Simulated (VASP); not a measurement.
# Pt in VASP: a series of runs

The runs below take Pt through single point, with LDA.

Program: VASP 6.6.1. These are calculated values, not measurements. Logs are shortened: lines on timing, memory, paths and dates and some standing lists are left out, and cuts for length are marked.

## 1. The cell of the first run

Symmetry: Fm-3m, No. 225, cubic system. Conventional cell: a = 4.007 Å, b = 4.007 Å, c = 4.007 Å, α = 90.00°, β = 90.00°, γ = 90.00°. Pt (site symmetry m-3m) has 12 Pt at 2.83 Å within 3.7 Å.

## 2. Single point, LDA (16.09 Å³/atom)

INCAR

```
SYSTEM = Pt
  PREC = Accurate
  ENCUT = 520
  EDIFF = 1E-6
  ISMEAR = 0
  SIGMA = 0.15
  LREAL = .FALSE.
  LASPH = .TRUE.
  NELM = 100
  ALGO = Normal
  ISIF = 2
  LWAVE = .FALSE.
  LCHARG = .FALSE.
  GGA = CA
  NBANDS = 11
```

KPOINTS

```
Automatic mesh
0
G
  22 22 22
  0 0 0
```

POSCAR

```
Pt
1.0
    0.0000000000      2.0035769323      2.0035769323
    2.0035769323      0.0000000000      2.0035769323
    2.0035769323      2.0035769323      0.0000000000
Pt
1
Direct
    0.0000000000      0.0000000000      0.0000000000
```

Potentials or basis: VASP PAW LDA potentials, release 64 (Pt).

Started as:

```sh
$ cat potpaw_LDA.64/Pt/POTCAR > POTCAR
$ mpirun -np 1 vasp_std > vasp.out
```

OUTCAR:

```text
SYSTEM = Pt
   PREC = Accurate
   ENCUT = 520
   EDIFF = 1E-6
   ISMEAR = 0
   LREAL = .FALSE.
   LASPH = .TRUE.
   NELM = 100
   ISIF = 2
   GGA = CA

 ion  position               nearest neighbor table
   1  0.000  0.000  0.000-

  LATTYP: Found a face centered cubic cell.
 ALAT       =     4.0071538646

  Lattice vectors:

 A1 = (   0.0000000000,   2.0035769323,   2.0035769323)
 A2 = (   2.0035769323,   0.0000000000,   2.0035769323)
 A3 = (   2.0035769323,   2.0035769323,   0.0000000000)

Analysis of symmetry for initial positions (statically):
=====================================================================
 Subroutine PRICEL returns:
 Original cell was already a primitive cell.

 Routine SETGRP: Setting up the symmetry group for a
 face centered cubic supercell.

 Subroutine GETGRP returns: Found 48 space group operations
 (whereof 48 operations were pure point group operations)
 out of a pool of 48 trial point group operations.

The static configuration has the point symmetry O_h .

Analysis of symmetry for dynamics (positions and initial velocities):
=====================================================================
 Subroutine PRICEL returns:
 Original cell was already a primitive cell.

 Routine SETGRP: Setting up the symmetry group for a
 face centered cubic supercell.

 Subroutine GETGRP returns: Found 48 space group operations
 (whereof 48 operations were pure point group operations)
 out of a pool of 48 trial point group operations.

The dynamic configuration has the point symmetry O_h .

 Subroutine INISYM returns: Found 48 space group operations
 (whereof 48 operations are pure point group operations),
 and found     1 'primitive' translations

----------------------------------------------------------------------------------------

                                     Primitive cell

  volume of cell :      16.0860

  direct lattice vectors                    reciprocal lattice vectors
     0.000000000  2.003576932  2.003576932    -0.249553682  0.249553682  0.249553682
     2.003576932  0.000000000  2.003576932     0.249553682 -0.249553682  0.249553682
     2.003576932  2.003576932  0.000000000     0.249553682  0.249553682 -0.249553682

  length of vectors
     2.833485671  2.833485671  2.833485671     0.432239656  0.432239656  0.432239656

  position of ions in fractional coordinates (direct lattice)
     0.000000000  0.000000000  0.000000000

  ion indices of the primitive-cell ions
   primitive index   ion index
                 1           1
[... 79 lines left out ...]
   ISYM   =      2    0-nonsym 1-usesym 2-fastsym
   POTIM  = 0.5000    time-step for ionic-motion
   TEBEG  =    0.0;   TEEND  =   0.0 temperature during run
   PSTRESS=    0.0 pullay stress
   NELECT =      10.0000    total number of electrons
   NUPDOWN=      -1.0000    fix difference up-down
   EMIN   =  10.00;   EMAX   =-10.00  energy-range for DOS
   EFERMI =   0.00;   METHOD = LEGACY
   ISMEAR =     0;   SIGMA  =   0.15  broadening in eV -4-tet -1-fermi 0-gaus
   EFERMI_NEDOS =   21; number of points for ismear=-14 and -15
   IALGO  =     38    algorithm
   IMIX   =      4    mixing-type and parameters
     AMIX     =   0.40;   BMIX     =  1.00
     AMIX_MAG =   1.60;   BMIX_MAG =  1.00
  volume/ion in A,a.u.               =      16.09       108.55
  Fermi-wavevector in a.u.,A,eV,Ry     =   1.397201  2.640327 26.560884  1.952170
  Thomas-Fermi vector in A             =   2.520480
   LORBIT       =      0    0 simple, 1 ext, 2 COOP (PROOUT), +10 PAW based schemes
   GGA     = CA    functional components
   LHFCALC =     F    Hartree Fock is set to
   AEXX    =    0.0000 exact exchange contribution
   IVDW    =     0    specifies the selected vdW correction
   LEPSILON=     F    determine dielectric tensor
   LRPA    =     F    only Hartree local field effects (RPA)
 non-spin polarized calculation
 Gauss-broadening in eV      SIGMA  =   0.15
  energy-cutoff  :      520.00
  volume of cell :       16.09
 maximum number of plane-waves:       446
 NGX is ok and might be reduce to    24
   NGX = 11   NGY = 11   NGZ = 11

 number of electron      10.0000000 magnetization

 Free energy of the ion-electron system (eV)
  ---------------------------------------------------
  ext. energy  EPLUGINS =         0.00000000
  ---------------------------------------------------
  free energy    TOTEN  =        -7.42847454 eV

  energy without entropy =       -7.40587483  energy(sigma->0) =       -7.41717468

 E-fermi :   9.9164     XC(G=0): -13.3158

 val. band max:        9.9143902637   @ k =  -0.3636   0.4091   0.0455
 cond. band min:       9.9166842189   @ k =   0.4091   0.2727   0.0000
 fundamental gap:      0.0022939552
 Fermi energy:         9.9164432088

 k-point     1 :       0.0000    0.0000    0.0000
  band No.  band energies     occupation
      1       0.3818      2.00000
      2       6.4840      2.00000
      3       6.4840      2.00000
      4       6.4840      2.00000
      5       8.4578      2.00000
      6       8.4578      2.00000
      7      24.7077      0.00000
      8      29.2640      0.00000
      9      29.2640      0.00000
     10      29.2640      0.00000
     11      34.4864      0.00000
[... 309 lines left out ...]
 k-point    24 :      -0.4545    0.0455    0.0000
  band No.  band energies     occupation
      1       3.2754      2.00000
      2       6.4115      2.00000
      3       6.5001      2.00000
      4       8.9495      2.00000
      5       9.8643      1.37730
      6      10.5823      0.00000
      7      15.4980      0.00000
      8      24.3945      0.00000
      9      28.0582      0.00000
     10      28.4991      0.00000
     11      36.9568      0.00000

 [... further k-points ...]

------------------------ aborting loop because EDIFF is reached ----------------------------------------

  FORCE on cell =-STRESS in cart. coord.  units (eV):
  Direction    XX          YY          ZZ          XY          YZ          ZX
  --------------------------------------------------------------------------------------
  -------------------------------------------------------------------------------------
  Total       -2.0454989     -2.0454989     -2.0454989      0.0000000      0.0000000      0.0000000
  in kB     -203.7331801   -203.7331801   -203.7331801      0.0000000      0.0000000      0.0000000
  external PRESSURE =    -203.7331801 kB  Pullay stress =       0.0000000 kB

 VOLUME and BASIS-vectors are now :
 -----------------------------------------------------------------------------
  energy-cutoff  :      520.00
  volume of cell :       16.09
      direct lattice vectors                 reciprocal lattice vectors
     0.000000000  2.003576932  2.003576932    -0.249553682  0.249553682  0.249553682
     2.003576932  0.000000000  2.003576932     0.249553682 -0.249553682  0.249553682
     2.003576932  2.003576932  0.000000000     0.249553682  0.249553682 -0.249553682

 POSITION                                       TOTAL-FORCE (eV/Angst)
 -----------------------------------------------------------------------------------
      0.00000      0.00000      0.00000        -0.000000     -0.000000     -0.000000
 -----------------------------------------------------------------------------------
    total drift:                               -0.000000      0.000000     -0.000000

  FREE ENERGIE OF THE ION-ELECTRON SYSTEM (eV)
  ---------------------------------------------------
  free  energy   TOTEN  =        -7.4284745433 eV

  energy  without entropy=       -7.4058748250  energy(sigma->0) =       -7.41717468
```

OSZICAR:

```text
N       E                     dE             d eps       ncg     rms          rms(c)
DAV:   1     0.376225889282E+02    0.37623E+02   -0.52680E+03  7360   0.836E+02
DAV:   2    -0.726952301242E+01   -0.44892E+02   -0.42928E+02  8261   0.173E+02
DAV:   3    -0.787427052700E+01   -0.60475E+00   -0.60072E+00  8354   0.191E+01
DAV:   4    -0.787665229921E+01   -0.23818E-02   -0.23816E-02  8283   0.142E+00
DAV:   5    -0.787667204042E+01   -0.19741E-04   -0.19741E-04  8440   0.121E-01    0.110E+01
DAV:   6    -0.746580811812E+01    0.41086E+00   -0.10972E+00  7684   0.795E+00    0.558E+00
DAV:   7    -0.743251805647E+01    0.33290E-01   -0.11281E-01  8365   0.244E+00    0.247E+00
DAV:   8    -0.742863889123E+01    0.38792E-02   -0.38579E-03  7810   0.591E-01    0.523E-01
DAV:   9    -0.742847163081E+01    0.16726E-03   -0.12941E-04  8056   0.106E-01    0.147E-02
DAV:  10    -0.742847449060E+01   -0.28598E-05   -0.23000E-06  8263   0.102E-02    0.280E-03
DAV:  11    -0.742847454332E+01   -0.52722E-07   -0.59452E-08  4343   0.226E-03
   1 F= -.74284745E+01 E0= -.74171747E+01  d E =-.225997E-01
```

stdout:

```text
POSCAR found type information on POSCAR Pt
 POSCAR found :  1 types and       1 ions
 scaLAPACK will be used
 LDA part: xc-table for (Slater(with rela. corr.)+CA(PZ))
 , standard interpolation
 POSCAR, INCAR and KPOINTS ok, starting setup
 FFT: planning ... GRIDC
 FFT: planning ... GRID_SOFT
 FFT: planning ... GRID
 WAVECAR not read
 entering main loop
```

Run time: 48 s. Hardware: 1 thread of Intel Xeon 8259CL, shared host; peak memory 0.18 GiB.

Results:

```
Free energy            : -7.4285 eV
Pressure               : -20.4 GPa
Band gap on the k mesh : zero (bands 5 and 6 overlap by 1.99 eV)
```

Levels at points of the mesh, in eV from the Fermi level:
```
           k point  band 1  band 2  band 3  band 4  band 5  band 6  band 7  band 8  band 9  band 10
(0.00, 0.00, 0.00)   -9.53   -3.43   -3.43   -3.43   -1.46   -1.46   14.79   19.35   19.35    19.35
(0.50, 0.00, 0.00)   -6.70   -3.47   -3.47   -0.22    0.04    0.04    5.35   14.34   18.44    18.44
(0.50, 0.50, 0.00)   -6.40   -6.00    0.02    0.43    0.43    1.89    8.19   11.13   11.13    19.42
```

Caveat: the cell stands under tension; spin-orbit coupling is left out, which moves the levels of the heavy elements.

## 3. Single point, LDA (16.53 Å³/atom)

This run uses another cell than the first one, of 16.53 Å³/atom.

INCAR

```
SYSTEM = Pt
ALGO = Fast
EDIFF = 1E-6
ENCUT = 520
GGA = CA
ISIF = 2
ISMEAR = 0
LASPH = .TRUE.
LCHARG = .TRUE.
LELF = .TRUE.
LREAL = .FALSE.
LVHAR = .TRUE.
LWAVE = .FALSE.
NBANDS = 11
NELM = 60
PREC = Accurate
SIGMA = 0.15
```

KPOINTS

```
k-points
0
G
  22 22 22
  0 0 0
```

POSCAR

```
Pt
1.0
    0.0000000000      2.0218031150      2.0218031150
    2.0218031150      0.0000000000      2.0218031150
    2.0218031150      2.0218031150      0.0000000000
Pt
1
Direct
    0.0000000000      0.0000000000      0.0000000000
```

Potentials or basis: VASP PAW LDA potentials, release 64 (Pt).

Started as:

```sh
$ cat potpaw_LDA.64/Pt/POTCAR > POTCAR
$ mpirun -np 1 vasp_std > vasp.out
```

Run time: 52 s. Hardware: 1 thread of Intel Xeon 8259CL, shared host; peak memory 0.18 GiB.

Results (log left out):

```yaml
Free_energy: -7.3658 eV
Pressure: -25.1 GPa
Band_gap_on_the_k_mesh: zero (bands 5 and 6 overlap by 1.89 eV)
```

Levels at points of the mesh, in eV from the Fermi level:
```tsv
k point	band 1	band 2	band 3	band 4	band 5	band 6	band 7	band 8	band 9	band 10
(0.00, 0.00, 0.00)	-9.25	-3.28	-3.28	-3.28	-1.39	-1.39	14.85	19.25	19.25	19.25
(0.50, 0.00, 0.00)	-6.44	-3.32	-3.32	-0.11	0.03	0.03	5.16	14.38	18.25	18.25
(0.50, 0.50, 0.00)	-6.13	-5.74	0.02	0.41	0.41	1.95	7.91	11.04	11.04	19.10
```

Caveat: the cell stands under tension; spin-orbit coupling is left out, which moves the levels of the heavy elements.

## 4. Single point, LDA (15.20 Å³/atom)

This run uses another cell than the first one, of 15.20 Å³/atom.

INCAR

```
SYSTEM = Pt
ALGO = Normal ; EDIFF = 1E-7
ENCUT = 520 ; GGA = CA
ISIF = 2 ; ISMEAR = 0
LASPH = .True. ; LCHARG = .False.
LREAL = .False. ; LWAVE = .False.
NBANDS = 11 ; NELM = 60
PREC = Accurate ; SIGMA = 0.15
```

KPOINTS

```
k-points
0
Gamma
  22 22 22
  0 0 0
```

POSCAR

```
Pt
1.0
    0.0000000000      1.9260378212      2.0487264304
    1.9260378212      0.0000000000      2.0487264304
    1.9260378212      1.9260378212      0.0000000000
Pt
1
Direct
    0.0000000000      0.0000000000      0.0000000000
```

Started as:

```sh
$ cat potpaw_LDA.64/Pt/POTCAR > POTCAR
$ mpirun -np 1 vasp_std > vasp.out
```

Run time: 90 s. Hardware: 1 thread of Intel Xeon 8259CL, shared host; peak memory 0.25 GiB.

Results (log left out):

```
Free energy            : -7.4938 eV
Pressure               : -7.1 GPa
Band gap on the k mesh : zero (bands 5 and 6 overlap by 2.46 eV)
```

Stress tensor (GPa, compression positive):
```
 -4.70   0.00   0.00
  0.00  -4.70   0.00
  0.00   0.00 -12.03
```

Levels at points of the mesh, in eV from the Fermi level:
```tsv
k point	band 2	band 3	band 4	band 5	band 6	band 7	band 8	band 9
(0.00, 0.00, 0.00)	-4.23	-3.48	-3.48	-2.05	-1.16	14.73	18.55	20.06
(0.50, 0.00, 0.00)	-4.15	-3.44	-0.42	-0.10	0.22	5.82	14.11	18.42
(0.50, 0.50, 0.00)	-6.57	0.11	0.46	0.46	1.05	7.76	12.09	12.09
(0.50, 0.00, 0.50)	-6.52	-0.02	0.18	0.83	2.21	9.36	10.81	11.19
```

Caveat: the cell stands under tension; spin-orbit coupling is left out, which moves the levels of the heavy elements.

## 5. Overview

```csv
cell,gap on the mesh (eV),pressure (GPa)
"a = 2.833 Å, angles 60.0°, 1 atom",none,-20.4
"a = 2.859 Å, angles 60.0°, 1 atom",none,-25.1
"a = 2.812, b = 2.812, c = 2.724 Å, angles 61.0, 61.0, 57.9°, 1 atom",none,-7.1
```

Alike in all rows: task single point; level LDA; potentials or basis VASP PAW LDA potentials, release 64 (Pt); no spin polarisation; k mesh 22 × 22 × 22; cutoff (eV) 520; smearing gaussian 0.15 eV.

Caveats: the cell stands under tension; spin-orbit coupling is left out, which moves the levels of the heavy elements.

Total energies depend on the potentials used, so only differences within one code and one set of settings carry meaning.
